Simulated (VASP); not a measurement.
# CdTe3 (Pm-3m) in VASP: notebook

CdTe3 is run at these levels: PBE; tasks: single point, relaxation of cell and atoms.

Program: VASP 6.6.1. These are calculated values, not measurements. Logs are shortened: lines on timing, memory, paths and dates and some standing lists are left out, and cuts for length are marked.

## Step 1: The cell of the first run

The structure is cubic, space group Pm-3m (No. 221). The conventional cell has a = 5.674 Å, b = 5.674 Å, c = 5.674 Å, α = 90.00°, β = 90.00°, γ = 90.00°. Cd (site symmetry m-3m) has 6 Te at 2.84 Å within 3.7 Å. Te (site symmetry 4/mmm) has 2 Cd at 2.84 Å within 3.7 Å.

The cell was generated, and may not be a known phase.

## Step 2: Single point, PBE

File INCAR:

```
  ALGO = Normal
  EDIFF = 1E-6
  ENCUT = 520
  GGA = PE
  ISIF = 2
  ISMEAR = 0
  LASPH = True
  LCHARG = True
  LELF = True
  LREAL = False
  LVHAR = True
  LWAVE = False
  NBANDS = 23
  NELM = 100
  PREC = Accurate
  SIGMA = 0.2
```

File KPOINTS:

```
k-points
0
Gamma
  4 4 4
```

File POSCAR:

```
CdTe3
1.0
    5.6739848798      0.0000000000      0.0000000000
    0.0000000000      5.6739848798      0.0000000000
    0.0000000000      0.0000000000      5.6739848798
Cd Te
1 3
Direct
    0.0000000000      0.0000000000      0.0000000000
    0.5000000000      0.0000000000      0.0000000000
    0.0000000000      0.5000000000      0.0000000000
    0.0000000000      0.0000000000      0.5000000000
```

Potentials or basis: VASP PAW PBE potentials, release 64 (Cd, Te).

Command:

```sh
$ cat potpaw_PBE.64/Cd/POTCAR potpaw_PBE.64/Te/POTCAR > POTCAR
$ mpirun -np 1 vasp_std > vasp.out
```

OUTCAR:

```text
EDIFF = 1E-6
   ENCUT = 520
   GGA = PE
   ISIF = 2
   ISMEAR = 0
   LASPH = True
   LREAL = False
   NELM = 100
   PREC = Accurate

 ion  position               nearest neighbor table
   1  0.000  0.000  0.000-   2 2.84   3 2.84   4 2.84   4 2.84   3 2.84   2 2.84
   2  0.500  0.000  0.000-   1 2.84   1 2.84
   3  0.000  0.500  0.000-   1 2.84   1 2.84
   4  0.000  0.000  0.500-   1 2.84   1 2.84

  LATTYP: Found a simple cubic cell.
 ALAT       =     5.6739848798

  Lattice vectors:

 A1 = (   5.6739848798,   0.0000000000,   0.0000000000)
 A2 = (   0.0000000000,   5.6739848798,   0.0000000000)
 A3 = (   0.0000000000,   0.0000000000,   5.6739848798)

Analysis of symmetry for initial positions (statically):
=====================================================================
 Subroutine PRICEL returns:
 Original cell was already a primitive cell.

 Routine SETGRP: Setting up the symmetry group for a
 simple cubic supercell.

 Subroutine GETGRP returns: Found 48 space group operations
 (whereof 48 operations were pure point group operations)
 out of a pool of 48 trial point group operations.

The static configuration has the point symmetry O_h .

Analysis of symmetry for dynamics (positions and initial velocities):
=====================================================================
 Subroutine PRICEL returns:
 Original cell was already a primitive cell.

 Routine SETGRP: Setting up the symmetry group for a
 simple cubic supercell.

 Subroutine GETGRP returns: Found 48 space group operations
 (whereof 48 operations were pure point group operations)
 out of a pool of 48 trial point group operations.

The dynamic configuration has the point symmetry O_h .

 Subroutine INISYM returns: Found 48 space group operations
 (whereof 48 operations are pure point group operations),
 and found     1 'primitive' translations

----------------------------------------------------------------------------------------

                                     Primitive cell

  volume of cell :     182.6689

  direct lattice vectors                    reciprocal lattice vectors
     5.673984880  0.000000000  0.000000000     0.176242979  0.000000000  0.000000000
[... 69 lines left out ...]
   ISPIN  =      1    spin polarized calculation?
   LNONCOLLINEAR =      F non collinear calculations
   LSORBIT =      F    spin-orbit coupling
   LASPH  =      T    aspherical Exc in radial PAW
   ENCUT  =  520.0 eV  38.22 Ry    6.18 a.u.  10.55 10.55 10.55*2*pi/ulx,y,z
   NELM   =    100;   NELMIN=  2; NELMDL= -5     # of ELM steps
   EDIFF  = 0.1E-05   stopping-criterion for ELM
   LREAL  =      F    real-space projection
   EDIFFG = 0.1E-04   stopping-criterion for IOM
   NSW    =      0    number of steps for IOM
   IBRION =     -1    ionic relax: 0-MD 1-quasi-New 2-CG
   NFREE  =      0    steps in history (QN), initial steepest desc. (CG)
   ISIF   =      2    stress and relaxation
   ISYM   =      2    0-nonsym 1-usesym 2-fastsym
   POTIM  = 0.5000    time-step for ionic-motion
   TEBEG  =    0.0;   TEEND  =   0.0 temperature during run
   PSTRESS=    0.0 pullay stress
   NELECT =      30.0000    total number of electrons
   NUPDOWN=      -1.0000    fix difference up-down
   EMIN   =  10.00;   EMAX   =-10.00  energy-range for DOS
   EFERMI =   0.00;   METHOD = LEGACY
   ISMEAR =     0;   SIGMA  =   0.20  broadening in eV -4-tet -1-fermi 0-gaus
   EFERMI_NEDOS =   21; number of points for ismear=-14 and -15
   IALGO  =     38    algorithm
   IMIX   =      4    mixing-type and parameters
     AMIX     =   0.40;   BMIX     =  1.00
     AMIX_MAG =   1.60;   BMIX_MAG =  1.00
  volume/ion in A,a.u.               =      45.67       308.18
  Fermi-wavevector in a.u.,A,eV,Ry     =   0.896521  1.694179 10.935678  0.803750
  Thomas-Fermi vector in A             =   2.018990
   LORBIT       =      0    0 simple, 1 ext, 2 COOP (PROOUT), +10 PAW based schemes
   GGA     = PE    functional components
   LHFCALC =     F    Hartree Fock is set to
   AEXX    =    0.0000 exact exchange contribution
   IVDW    =     0    specifies the selected vdW correction
   LEPSILON=     F    determine dielectric tensor
   LRPA    =     F    only Hartree local field effects (RPA)
 non-spin polarized calculation
 Gauss-broadening in eV      SIGMA  =   0.20
  energy-cutoff  :      520.00
  volume of cell :      182.67
 maximum number of plane-waves:      4950
   NGX = 21   NGY = 21   NGZ = 21

 number of electron      29.9999996 magnetization

 Free energy of the ion-electron system (eV)
  ---------------------------------------------------
  ext. energy  EPLUGINS =         0.00000000
  ---------------------------------------------------
  free energy    TOTEN  =        -7.86852637 eV

  energy without entropy =       -7.75550664  energy(sigma->0) =       -7.81201650

 E-fermi :   1.3153     XC(G=0):  -7.3919

 val. band max:        1.2841533570   @ k =   0.2500   0.0000   0.0000
 cond. band min:       1.3431155767   @ k =   0.5000   0.2500   0.0000
 fundamental gap:      0.0589622197
 Fermi energy:         1.3153117962

 k-point     1 :       0.0000    0.0000    0.0000
  band No.  band energies     occupation
      1     -10.0047      2.00000
      2      -9.1574      2.00000
      3      -9.1574      2.00000
      4      -7.1273      2.00000
      5      -7.1273      2.00000
      6      -7.1273      2.00000
[... 249 lines left out ...]
     22       8.1951      0.00000
     23       9.5492      0.00000

------------------------ aborting loop because EDIFF is reached ----------------------------------------

  FORCE on cell =-STRESS in cart. coord.  units (eV):
  Direction    XX          YY          ZZ          XY          YZ          ZX
  --------------------------------------------------------------------------------------
  -------------------------------------------------------------------------------------
  Total        0.4646992      0.4646992      0.4646992     -0.0000000     -0.0000000      0.0000000
  in kB        4.0758484      4.0758484      4.0758484     -0.0000000     -0.0000000      0.0000000
  external PRESSURE =       4.0758484 kB  Pullay stress =       0.0000000 kB

 VOLUME and BASIS-vectors are now :
 -----------------------------------------------------------------------------
  energy-cutoff  :      520.00
  volume of cell :      182.67
      direct lattice vectors                 reciprocal lattice vectors
     5.673984880  0.000000000  0.000000000     0.176242979  0.000000000  0.000000000
     0.000000000  5.673984880  0.000000000     0.000000000  0.176242979  0.000000000
     0.000000000  0.000000000  5.673984880     0.000000000  0.000000000  0.176242979

 POSITION                                       TOTAL-FORCE (eV/Angst)
 -----------------------------------------------------------------------------------
      0.00000      0.00000      0.00000         0.000000      0.000000      0.000000
      2.83699      0.00000      0.00000         0.000000      0.000000      0.000000
      0.00000      2.83699      0.00000         0.000000      0.000000      0.000000
      0.00000      0.00000      2.83699         0.000000      0.000000      0.000000
 -----------------------------------------------------------------------------------
    total drift:                               -0.000000     -0.000000     -0.000000

  FREE ENERGIE OF THE ION-ELECTRON SYSTEM (eV)
  ---------------------------------------------------
  free  energy   TOTEN  =        -7.8685263720 eV

  energy  without entropy=       -7.7555066371  energy(sigma->0) =       -7.81201650
```

stdout:

```text
POSCAR found type information on POSCAR CdTe
 POSCAR found :  2 types and       4 ions
 scaLAPACK will be used
 LDA part: xc-table for (Slater+PW92), standard interpolation
 POSCAR, INCAR and KPOINTS ok, starting setup
 FFT: planning ... GRIDC
 FFT: planning ... GRID_SOFT
 FFT: planning ... GRID
 WAVECAR not read
 entering main loop
```

Wall time 18 s (1 thread of Intel Xeon 6975P-C (Granite Rapids), shared host); peak memory 0.26 GiB.

Results:

```
Free energy            : -7.8685 eV
Pressure               : 0.4 GPa
Band gap on the k mesh : zero (bands 15 and 16 overlap by 1.05 eV)
```

Caveat: spin-orbit coupling is left out, which moves the levels of the heavy elements.

## Step 3: Relaxation of cell and atoms, PBE

This run uses another cell than the first one, of 35.08 Å³/atom.

File INCAR:

```
ALGO     = Normal         # electronic algorithm
EDIFF    = 1E-6           # SCF threshold, eV
EDIFFG   = -0.08          # ionic threshold
ENCUT    = 600            # plane-wave cutoff, eV
GGA      = PE             # functional
IBRION   = 2              # ionic algorithm
ISIF     = 3              # what is computed and relaxed
ISMEAR   = 0              # smearing method
LASPH    = T              # aspherical terms in the spheres
LCHARG   = F              # write CHGCAR
LREAL    = F              # projectors in reciprocal space
LWAVE    = F              # write WAVECAR
NELM     = 60             # most SCF steps
NSW      = 36             # ionic steps
PREC     = Accurate       # precision mode
SIGMA    = 0.2            # smearing width, eV
```

KPOINTS is that of step 2.

File POSCAR:

```
CdTe3
1.0
    5.1963259100      0.0000000000      0.0000000000
    0.0000000000      5.1963259100      0.0000000000
    0.0000000000      0.0000000000      5.1963259100
Cd Te
1 3
Direct
    0.0000000000      0.0000000000      0.0000000000
    0.5000000000      0.0000000000      0.0000000000
    0.0000000000      0.5000000000      0.0000000000
    0.0000000000      0.0000000000      0.5000000000
```

Potentials or basis: VASP PAW PBE potentials, release 64 (Cd, Te).

Command:

```sh
$ cat potpaw_PBE.64/Cd/POTCAR potpaw_PBE.64/Te/POTCAR > POTCAR
$ mpirun -np 1 vasp_std > vasp.out
```

It took 52 s on 1 thread of Intel Xeon 6975P-C (Granite Rapids), shared host; peak memory 0.27 GiB.

The run converged. Its results:

- Free energy: -7.8687 eV
- Relaxed volume: 46.10 Å³/atom
- Relaxed cell: a = 5.692 Å, b = 5.692 Å, c = 5.692 Å, α = 90.00°, β = 90.00°, γ = 90.00°
- Space group after relaxing (to 0.1 Å): Pm-3m (No. 221)
- Energy gained by relaxing: 367.1 meV/atom
- Ionic steps: 3
- Pressure after relaxing: 0.2 GPa
- Band gap on the k mesh: zero (bands 15 and 16 overlap by 1.03 eV)

Step by step:
| step | energy change (eV) | largest force (eV/Å) | pressure (GPa) | volume (Å³) |
| --- | --- | --- | --- | --- |
| 1 | 0.0000 | 0.0000 | 13.72 | 140.31 |
| 2 | -1.2729 | 0.0000 | -2.22 | 210.56 |
| 3 | -1.4684 | 0.0000 | 0.17 | 184.40 |

Final structure:
```
Cd Te
1.0
     5.69188    0.00000    0.00000
     0.00000    5.69188    0.00000
     0.00000    0.00000    5.69188
Cd Te
1 3
Cartesian
  0.0000 0.0000 0.0000
  2.8459 0.0000 0.0000
  0.0000 2.8459 0.0000
  0.0000 0.0000 2.8459
```

Levels at points of the mesh, in eV from the Fermi level:
| k point | band 13 | band 14 | band 15 | band 16 | band 17 | band 18 |
| --- | --- | --- | --- | --- | --- | --- |
| (0.00, 0.00, 0.00) | -0.35 | -0.35 | -0.23 | 0.10 | 0.10 | 0.10 |
| (0.50, 0.00, 0.00) | -0.80 | -0.80 | -0.65 | -0.07 | -0.07 | 3.40 |
| (0.50, 0.50, 0.00) | -1.02 | -0.76 | -0.76 | 0.66 | 0.79 | 4.85 |
| (0.50, 0.50, 0.50) | 0.69 | 0.69 | 0.80 | 0.80 | 0.80 | 4.23 |

Caveat: the volume moved by over 15 % at a fixed basis, so the end points are rough; spin-orbit coupling is left out, which moves the levels of the heavy elements.

The gap in the log of VASP goes by the Fermi energy; the results here count the filled bands.